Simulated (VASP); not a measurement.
## Ni: single point with PBE

The system is Ni.

```xyz
2
Lattice="2.5151 0.0000 0.0000 -1.2576 2.1781 0.0000 0.0000 0.0000 4.1364" Properties=species:S:1:pos:R:3 pbc="T T T"
Ni    0.0000    1.4521    1.0341
Ni    1.2576    0.7260    3.1023
```

This cell differs from its parent crystal: volume scaled by 1.04.

```
Program             : VASP 6.6.1
Task                : single point
Functional          : PBE
Potentials or basis : VASP PAW PBE potentials, release 64 (Ni)
Cutoff              : 520 eV
k mesh              : 16 × 16 × 9
Occupations         : fermi-dirac, width 0.1 eV
Spin                : no spin polarisation
```

- Pressure: -6.9 GPa
- Band gap on the k mesh: zero (band 10 reaches 8.74 eV, above the bottom of band 11 at 8.28 eV)

Stress tensor (GPa, compression positive):
```
-6.86  0.00  0.00
 0.00 -6.86  0.00
 0.00  0.00 -7.02
```

Levels at points of the mesh, in eV from the Fermi level:
```tsv
k point	band 6	band 7	band 8	band 9	band 10	band 11	band 12	band 13	band 14	band 15
(0.00, 0.00, 0.00)	-1.46	-1.46	-1.06	-1.06	-0.17	-0.16	-0.16	5.66	22.39	24.04
(0.50, 0.00, 0.00)	-1.72	-1.43	-0.04	0.00	0.07	1.51	3.26	9.27	9.74	12.30
```

It took 21 s on 1 thread of Intel(R) Xeon(R) 6975P-C (Granite Rapids) (shared host), peak memory 0.17 GiB.

Caveat: the run has no spin polarisation, though such a crystal can be magnetic. Spin polarisation is off, so any magnetic state and its effect on volume and gap are missing.
